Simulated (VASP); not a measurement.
Crystal: BaHfO3.

```
Ba Hf O
1.0
     4.38798    0.00000    0.00000
    -2.19399    3.80010    0.00000
     0.00000    0.00000    5.95343
Ba Hf O
1 1 3
Direct
  0.00000 0.00000 0.50000
  0.00000 0.00000 0.00000
  0.50000 0.00000 0.00000
  0.00000 0.50000 0.00000
  0.50000 0.50000 0.00000
```

```yaml
Program: VASP 6.6.1
Task: relaxation of cell and atoms
Functional: PBE
Potentials_or_basis: VASP PAW PBE potentials, release 64 (Ba_sv, Hf_pv, O)
Cutoff: 600 eV
k_mesh: 6 × 6 × 4
Occupations: gaussian, width 0.1 eV
Spin: no spin polarisation
```

At the start: pressure 2.5 GPa; volume 19.85 Å³/atom.

Question: How do energy, volume and symmetry change on relaxing?

Answer: Over 8 steps the energy falls by 122.3 meV/atom and the volume is 22.16 Å³/atom (+11.6 %); space group P6/mmm (No. 191, to 0.05 Å).

The path:
```
step  energy change (eV)  largest force (eV/Å)  pressure (GPa)  volume (Å³)
   1              0.0000                0.0000            2.50        99.27
   2             -0.5086                0.0000            2.59       103.43
   3             -0.5322                0.0000            4.39       106.28
   4             -0.5556                0.0000            3.76       105.46
   5             -0.5687                0.0000           -2.89       115.50
   6             -0.6107                0.0000           -0.06       110.66
   7             -0.6107                0.0000           -0.01       110.56
   8             -0.6114                0.0000            0.04       110.79
```

Final structure:
```
Ba Hf O
1.0
     4.30876    0.00000    0.00000
    -2.15438    3.73150    0.00000
     0.00000    0.00000    6.89042
Ba Hf O
1 1 3
Direct
  0.00000 0.00000 0.50000
  0.00000 0.00000 0.00000
  0.50000 0.00000 0.00000
  0.00000 0.50000 0.00000
  0.50000 0.50000 0.00000
```
